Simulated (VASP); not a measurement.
# WS2 in VASP: notebook, part 2 of 3

VASP 6.6.1. Earlier steps stand in the parts before.

**4. Single point, PBEsol+D3(BJ)**

This run uses another cell than the first one, of 49.59 Å³/atom, 1.181 times its volume.

INCAR reads:

```
SYSTEM = WS2
  PREC = Accurate
  ENCUT = 520
  EDIFF = 1E-6
  ISMEAR = 0
  SIGMA = 0.02
  LREAL = .FALSE.
  LASPH = .TRUE.
  NELM = 80
  ALGO = Normal
  ISIF = 2
  LWAVE = .FALSE.
  LCHARG = .FALSE.
  GGA = PS
  IVDW = 12
  NBANDS = 20
```

KPOINTS reads:

```
regular mesh
0
G
  12 12 2
  0 0 0
```

POSCAR reads:

```
WS2
1.0
    3.1835163552      0.0000000000      0.0000000000
   -1.5917581776      2.7570060369      0.0000000000
    0.0000000000      0.0000000000     16.9505778900
W S
1 2
Direct
    0.3333333333      0.6666666667      0.0000000000
    0.6666666667      0.3333333333      0.9085133469
    0.6666666667      0.3333333333      0.0914866531
```

Potentials or basis: VASP PAW PBE potentials, release 64 (W_sv, S).

The run is started by

```sh
cat potpaw_PBE.64/W_sv/POTCAR potpaw_PBE.64/S/POTCAR > POTCAR
mpirun -np 1 vasp_std > vasp.out
```

OUTCAR:

```text
SYSTEM = WS2
   PREC = Accurate
   ENCUT = 520
   EDIFF = 1E-6
   ISMEAR = 0
   LREAL = .FALSE.
   LASPH = .TRUE.
   NELM = 80
   ISIF = 2
   GGA = PS
   IVDW = 12
 IVDW          = 12

 ion  position               nearest neighbor table
   1  0.333  0.667  0.000-   2 2.40   3 2.40   2 2.40   3 2.40   2 2.40   3 2.40
   2  0.667  0.333  0.909-   1 2.40   1 2.40   1 2.40
   3  0.667  0.333  0.091-   1 2.40   1 2.40   1 2.40

  LATTYP: Found a hexagonal cell.
 ALAT       =     3.1835163552
 C/A-ratio  =     5.3244827413

  Lattice vectors:

 A1 = (   3.1835163552,   0.0000000000,   0.0000000000)
 A2 = (  -1.5917581776,   2.7570060369,   0.0000000000)
 A3 = (   0.0000000000,   0.0000000000,  16.9505778900)

Analysis of symmetry for initial positions (statically):
=====================================================================
 Subroutine PRICEL returns:
 Original cell was already a primitive cell.

 Routine SETGRP: Setting up the symmetry group for a
 hexagonal supercell.

 Subroutine GETGRP returns: Found 12 space group operations
 (whereof 12 operations were pure point group operations)
 out of a pool of 24 trial point group operations.

The static configuration has the point symmetry D_3h.

Analysis of symmetry for dynamics (positions and initial velocities):
=====================================================================
 Subroutine PRICEL returns:
 Original cell was already a primitive cell.

 Routine SETGRP: Setting up the symmetry group for a
 hexagonal supercell.

 Subroutine GETGRP returns: Found 12 space group operations
 (whereof 12 operations were pure point group operations)
 out of a pool of 24 trial point group operations.

The dynamic configuration has the point symmetry D_3h.

 Subroutine INISYM returns: Found 12 space group operations
 (whereof 12 operations are pure point group operations),
 and found     1 'primitive' translations

----------------------------------------------------------------------------------------

                                     Primitive cell

  volume of cell :     148.7748

  direct lattice vectors                    reciprocal lattice vectors
     3.183516355  0.000000000  0.000000000     0.314118066  0.181356150  0.000000000
    -1.591758178  2.757006037  0.000000000     0.000000000  0.362712300  0.000000000
     0.000000000  0.000000000 16.950577890     0.000000000  0.000000000  0.058995039

  length of vectors
     3.183516355  3.183516355 16.950577890     0.362712300  0.362712300  0.058995039

  position of ions in fractional coordinates (direct lattice)
     0.333333333  0.666666667  0.000000000
     0.666666667  0.333333333  0.908513347
     0.666666667  0.333333333  0.091486653

  ion indices of the primitive-cell ions
   primitive index   ion index
                 1           1
                 2           2
                 3           3

----------------------------------------------------------------------------------------

 KPOINTS: regular mesh

Automatic generation of k-mesh.
 Grid dimensions read from file:
 generate k-points for:   12   12    2

 Generating k-lattice:

  Cartesian coordinates                     Fractional coordinates (reciprocal lattice)
     0.026176505  0.015113012  0.000000000     0.083333333 -0.000000000  0.000000000
     0.000000000  0.030226025  0.000000000     0.000000000  0.083333333  0.000000000
     0.000000000  0.000000000  0.029497519     0.000000000  0.000000000  0.500000000

  Length of vectors
     0.030226025  0.030226025  0.029497519

  Shift w.r.t. Gamma in fractional coordinates (k-lattice)
     0.000000000  0.000000000  0.000000000

 Subroutine IBZKPT returns following result:
 ===========================================

 Found     38 irreducible k-points:

 Following reciprocal coordinates:
            Coordinates               Weight
  0.000000  0.000000  0.000000      1.000000
  0.083333  0.000000  0.000000      6.000000
  0.166667  0.000000  0.000000      6.000000
  0.250000  0.000000  0.000000      6.000000
  0.333333 -0.000000  0.000000      6.000000
  0.416667  0.000000  0.000000      6.000000
[... 16 lines left out ...]
  0.250000  0.000000  0.500000      6.000000
  0.333333 -0.000000  0.500000      6.000000
 [... further k-points ...]
   k-points           NKPTS =     38   k-points in BZ     NKDIM =     38   number of bands    NBANDS=     20
   number of dos      NEDOS =    301   number of ions     NIONS =      3
   total plane-waves  NPLWV =  72576
   dimension x,y,z NGX =    24 NGY =   24 NGZ =  126
   dimension x,y,z NGXF=    48 NGYF=   48 NGZF=  252
   ions per type =               1   2
   NGX,Y,Z   is equivalent  to a cutoff of  12.53, 12.53, 12.36 a.u.
   NGXF,Y,Z  is equivalent  to a cutoff of  25.07, 25.07, 24.72 a.u.
 SYSTEM =  WS2
   PREC   = accura    normal or accurate (medium, high low for compatibility)
   ISTART =      0    job   : 0-new  1-cont  2-samecut
   ICHARG =      2    charge: 1-file 2-atom 10-const
   ISPIN  =      1    spin polarized calculation?
   LNONCOLLINEAR =      F non collinear calculations
   LSORBIT =      F    spin-orbit coupling
   LASPH  =      T    aspherical Exc in radial PAW
   ENCUT  =  520.0 eV  38.22 Ry    6.18 a.u.   5.92  5.92 31.52*2*pi/ulx,y,z
   NELM   =     80;   NELMIN=  2; NELMDL= -5     # of ELM steps
   EDIFF  = 0.1E-05   stopping-criterion for ELM
   LREAL  =      F    real-space projection
   EDIFFG = 0.1E-04   stopping-criterion for IOM
   NSW    =      0    number of steps for IOM
   IBRION =     -1    ionic relax: 0-MD 1-quasi-New 2-CG
   NFREE  =      0    steps in history (QN), initial steepest desc. (CG)
   ISIF   =      2    stress and relaxation
   ISYM   =      2    0-nonsym 1-usesym 2-fastsym
   POTIM  = 0.5000    time-step for ionic-motion
   TEBEG  =    0.0;   TEEND  =   0.0 temperature during run
   PSTRESS=    0.0 pullay stress
   NELECT =      26.0000    total number of electrons
   NUPDOWN=      -1.0000    fix difference up-down
   EMIN   =  10.00;   EMAX   =-10.00  energy-range for DOS
   EFERMI =   0.00;   METHOD = LEGACY
   ISMEAR =     0;   SIGMA  =   0.02  broadening in eV -4-tet -1-fermi 0-gaus
   EFERMI_NEDOS =   21; number of points for ismear=-14 and -15
   IALGO  =     38    algorithm
   IMIX   =      4    mixing-type and parameters
     AMIX     =   0.40;   BMIX     =  1.00
     AMIX_MAG =   1.60;   BMIX_MAG =  1.00
  volume/ion in A,a.u.               =      49.59       334.66
  Fermi-wavevector in a.u.,A,eV,Ry     =   0.915285  1.729637 11.398226  0.837746
  Thomas-Fermi vector in A             =   2.040009
   LORBIT       =      0    0 simple, 1 ext, 2 COOP (PROOUT), +10 PAW based schemes
   GGA     = PS    functional components
   LHFCALC =     F    Hartree Fock is set to
   AEXX    =    0.0000 exact exchange contribution
   IVDW    =    12    specifies the selected vdW correction
   LEPSILON=     F    determine dielectric tensor
   LRPA    =     F    only Hartree local field effects (RPA)
 non-spin polarized calculation
 Gauss-broadening in eV      SIGMA  =   0.02
  energy-cutoff  :      520.00
  volume of cell :      148.77
 maximum number of plane-waves:      4032
 NGX is ok and might be reduce to    24
   NGX = 11   NGY = 11   NGZ = 63

 number of electron      25.9999998 magnetization

 Free energy of the ion-electron system (eV)
  ---------------------------------------------------
  ext. energy  EPLUGINS =         0.00000000
  ---------------------------------------------------
  free energy    TOTEN  =       -25.23568201 eV

  energy without entropy =      -25.23568201  energy(sigma->0) =      -25.23568201

 E-fermi :  -1.1199     XC(G=0):  -4.5430

 val. band max:       -1.2530603467   @ k =   0.0000   0.0000   0.5000
 cond. band min:       0.4696708120   @ k =   0.3333   0.3333   0.0000
 fundamental gap:      1.7227311587
 Fermi energy:        -1.1199038100

 k-point     1 :       0.0000    0.0000    0.0000
  band No.  band energies     occupation
      1     -75.2292      2.00000
      2     -39.4789      2.00000
      3     -39.3287      2.00000
      4     -39.3287      2.00000
      5     -16.0728      2.00000
      6     -14.3526      2.00000
[... 12 lines left out ...]
     19       4.2957      0.00000
[... 513 lines left out ...]
      4     -39.3885      2.00000
      5     -14.5824      2.00000
      6     -13.8415      2.00000
[... 12 lines left out ...]
     19       5.9734      0.00000
     20       6.1513      0.00000

 [... further k-points ...]

------------------------ aborting loop because EDIFF is reached ----------------------------------------

 Edisp (eV)   -0.73289

 E8    (eV) :    -0.4927

  FORCE on cell =-STRESS in cart. coord.  units (eV):
  Direction    XX          YY          ZZ          XY          YZ          ZX
  --------------------------------------------------------------------------------------
  -------------------------------------------------------------------------------------
  Total      -1.82112    -1.82112     0.02630     0.00000    -0.00000     0.00000
  in kB     -19.61191   -19.61191     0.28319     0.00000    -0.00000     0.00000
  external pressure =      -12.98 kB  Pullay stress =        0.00 kB

 VOLUME and BASIS-vectors are now :
 -----------------------------------------------------------------------------
  energy-cutoff  :      520.00
  volume of cell :      148.77
      direct lattice vectors                 reciprocal lattice vectors
     3.183516355  0.000000000  0.000000000     0.314118066  0.181356150  0.000000000
    -1.591758178  2.757006037  0.000000000     0.000000000  0.362712300  0.000000000
     0.000000000  0.000000000 16.950577890     0.000000000  0.000000000  0.058995039

 POSITION                                       TOTAL-FORCE (eV/Angst)
 -----------------------------------------------------------------------------------
     -0.00000      1.83800      0.00000         0.000000      0.000000      0.000000
      1.59176      0.91900     15.39983         0.000000      0.000000     -0.022234
      1.59176      0.91900      1.55075        -0.000000     -0.000000      0.022234
 -----------------------------------------------------------------------------------
    total drift:                                0.000000     -0.000000     -0.000000

  FREE ENERGIE OF THE ION-ELECTRON SYSTEM (eV)
  ---------------------------------------------------
  free  energy   TOTEN  =       -25.9685745700 eV

  energy  without entropy=      -25.9685745700  energy(sigma->0) =      -25.96857457
```

OSZICAR:

```text
N       E                     dE             d eps       ncg     rms          rms(c)
DAV:   1     0.170499614161E+03    0.17050E+03   -0.13821E+04  1832   0.108E+03
DAV:   2    -0.133054324068E+02   -0.18381E+03   -0.17808E+03  1992   0.255E+02
DAV:   3    -0.263303458579E+02   -0.13025E+02   -0.12921E+02  1992   0.657E+01
[... 14 lines left out ...]
DAV:  18    -0.252356636005E+02   -0.35258E-04   -0.19794E-06  1488   0.547E-03    0.275E-03
DAV:  19    -0.252356774199E+02   -0.13819E-04   -0.88293E-07  1604   0.299E-03    0.280E-03
DAV:  20    -0.252356806224E+02   -0.32026E-05   -0.14617E-07  1480   0.140E-03    0.162E-03
DAV:  21    -0.252356817727E+02   -0.11503E-05   -0.57213E-08  1264   0.890E-04    0.437E-04
DAV:  22    -0.252356820084E+02   -0.23571E-06   -0.67255E-09  1100   0.362E-04
   1 F= -.25968575E+02 E0= -.25968575E+02  d E =-.439137E-23
```

Run time: 69 s. Hardware: 1 thread of Intel Xeon 6975P-C (Granite Rapids), shared host; peak memory 0.31 GiB.

Results:

```
Free energy                : -25.9686 eV
Largest force              : 0.022 eV/Å
Band gap on the k mesh     : 1.72 eV, indirect (least direct gap 1.77 eV)
Dispersion energy per atom : -0.244 eV
```

Forces in eV/Å, atoms in the order of the input:
```
W    0.000  0.000  0.000
S    0.000  0.000 -0.022
S    0.000  0.000  0.022
```

Caveat: the PAW data sets were made with another functional, which shifts forces and pressure a little; spin-orbit coupling is left out, which moves the levels of the heavy elements.

[end of part 2 of 3]
